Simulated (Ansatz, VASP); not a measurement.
**ZnS: VASP beside Ansatz**

Contents of POSCAR:

```
ZnS
1.0
    3.8087369152      0.0000000000      0.0000000000
   -1.9043684576      3.2984629249      0.0000000000
    0.0000000000      0.0000000000     12.4664651431
Zn S
4 4
Direct
    0.0000000000      0.0000000000      0.0402219926
    0.0000000000      0.0000000000      0.5402219926
    0.3333333333      0.6666666667      0.2901782176
    0.6666666667      0.3333333333      0.7901782176
    0.0000000000      0.0000000000      0.1872361436
    0.0000000000      0.0000000000      0.6872361436
    0.3333333333      0.6666666667      0.4375788466
    0.6666666667      0.3333333333      0.9375788466
```

The input INCAR.step1:

```
ALGO     = Normal         # electronic algorithm
EDIFF    = 1E-4           # SCF threshold, eV
ENCUT    = 520            # plane-wave cutoff, eV
GGA      = PE             # functional
ISMEAR   = 0              # smearing method
LASPH    = True           # aspherical terms in the spheres
LCHARG   = False          # write CHGCAR
LREAL    = False          # projectors in reciprocal space
LWAVE    = True           # write WAVECAR
NBANDS   = 46             # bands
NELM     = 100            # most SCF steps
PREC     = Accurate       # precision mode
SIGMA    = 0.05           # smearing width, eV
```

File INCAR.step2:

```
ALGO     = Normal         # electronic algorithm
EDIFF    = 1E-6           # SCF threshold, eV
ENCUT    = 520            # plane-wave cutoff, eV
ISIF     = 2              # what is computed and relaxed
ISMEAR   = 0              # smearing method
ISTART   = 1            
LASPH    = True           # aspherical terms in the spheres
LCHARG   = False          # write CHGCAR
LMIXTAU  = True         
LREAL    = False          # projectors in reciprocal space
LWAVE    = False          # write WAVECAR
METAGGA  = R2SCAN         # meta-GGA
NBANDS   = 46             # bands
NELM     = 100            # most SCF steps
PREC     = Accurate       # precision mode
SIGMA    = 0.05           # smearing width, eV
```

File KPOINTS:

```
k-points
0
Gamma
  6 6 2
```

Input for Ansatz:

```yaml
crystal:
  lattice:
    - [3.8087369152, 0.0, 0.0]
    - [-1.9043684576, 3.2984629249, 0.0]
    - [0.0, 0.0, 12.4664651431]
  atoms:
    - { symbol: Zn, position: [0.0, 0.0, 0.0402219926] }
    - { symbol: Zn, position: [0.0, 0.0, 0.5402219926] }
    - { symbol: Zn, position: [0.3333333333, 0.6666666667, 0.2901782176] }
    - { symbol: Zn, position: [0.6666666667, 0.3333333333, 0.7901782176] }
    - { symbol: S, position: [0.0, 0.0, 0.1872361436] }
    - { symbol: S, position: [0.0, 0.0, 0.6872361436] }
    - { symbol: S, position: [0.3333333333, 0.6666666667, 0.4375788466] }
    - { symbol: S, position: [0.6666666667, 0.3333333333, 0.9375788466] }
basis:
  ecutwfc: 500
kpoints:
  mp_grid: { grid: [6, 6, 2] }
hamiltonian:
  xc: r2scan
scf:
  occupations: { method: gaussian, width: 0.05 }
output:
  forces: true
  stress: true
  eigenvalues: true
```

Change from the starting cell: all Zn atoms moved +0.500 Å, as atom 1 along Cartesian [0 0 1].

Alike in both runs: task single point; functional r2SCAN; k mesh 6 × 6 × 2; occupations gaussian, width 0.05 eV; no spin polarisation.

|  | VASP | Ansatz |
| --- | --- | --- |
| version | VASP 6.6.1 | Ansatz 0.2.0 |
| potentials or method | VASP PAW PBE potentials, release 64 (Zn, S), cutoff 520 eV | scalar-relativistic, plane waves, PAW |
| valence electrons in the cell | 72 | 72 |

```csv
,VASP,Ansatz,Ansatz less VASP
gap on the k mesh at the Fermi level (eV),2.57,2.56,-0.012
least direct gap on the mesh (eV),2.57,2.56,-0.012
pressure (GPa),17.4,17.0,-0.49
"traceless stress, the component that is largest in VASP (GPa)",43.10,42.32,-0.778
rms of the force components (eV/Å),5.654,5.570,-0.0836
```

VASP's potentials were made for PBE, not for r2SCAN. Atom by atom the forces differ by 0.084 eV/Å (rms over components). With one functional, cell and mesh, what is left measures potentials, basis and numerics.
